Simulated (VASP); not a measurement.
Input of a VASP 6.6.1 run:

File POSCAR:

```
Al
1.0
    2.8270770242      0.0000000000      0.0000000000
   -1.4135385121      2.4483205214      0.0000000000
    0.0000000000      0.0000000000      9.1859930700
Al
4
Direct
    0.6666666667      0.3333333333      0.7500000000
    0.0000000000      0.0000000000      0.5000000000
    0.3333333333      0.6666666667      0.2500000000
    0.0000000000      0.0000000000      0.0000000000
```

File INCAR.step1:

```
  PREC = Accurate
  ENCUT = 520
  EDIFF = 1E-5
  ISMEAR = 1
  SIGMA = 0.1
  LREAL = False
  LASPH = True
  NELM = 100
  ALGO = Normal
  ISIF = 2
  LWAVE = True
  NBANDS = 14
  GGA = PE
```

Contents of INCAR.step2:

```
  PREC = Accurate
  ENCUT = 520
  EDIFF = 1E-6
  ISMEAR = 1
  SIGMA = 0.1
  LREAL = False
  LASPH = True
  NELM = 100
  ALGO = Normal
  ISIF = 2
  LWAVE = False
  LCHARG = True
  GGA = PE
  LHFCALC = True
  AEXX = 0.25
  PRECFOCK = Normal
  LELF = True
  LVHAR = True
  NBANDS = 14
  ISTART = 1
```

Contents of KPOINTS:

```
regular mesh
0
Gamma
  6 6 2
```

Potentials or basis: VASP PAW PBE potentials, release 64 (Al).

Launch:

```console
$ cat potpaw_PBE.64/Al/POTCAR > POTCAR
$ cp INCAR.step1 INCAR
$ mpirun -np 1 vasp_std > vasp.out
$ cp INCAR.step2 INCAR
$ mpirun -np 1 vasp_std > vasp.out
```

Estimate the band gap on the k mesh.

zero (bands 6 and 7 overlap by 6.62 eV).

Predict the pressure.

2.4 GPa.

Stress tensor (GPa, compression positive):
```
0.99 0.00 0.00
0.00 0.99 0.00
0.00 0.00 5.17
```

Caveat: the k points lie up to 0.43 Å⁻¹ apart, too coarse for converged energies and pressures of a metal; the PAW data sets were made with another functional, which shifts forces and pressure a little.
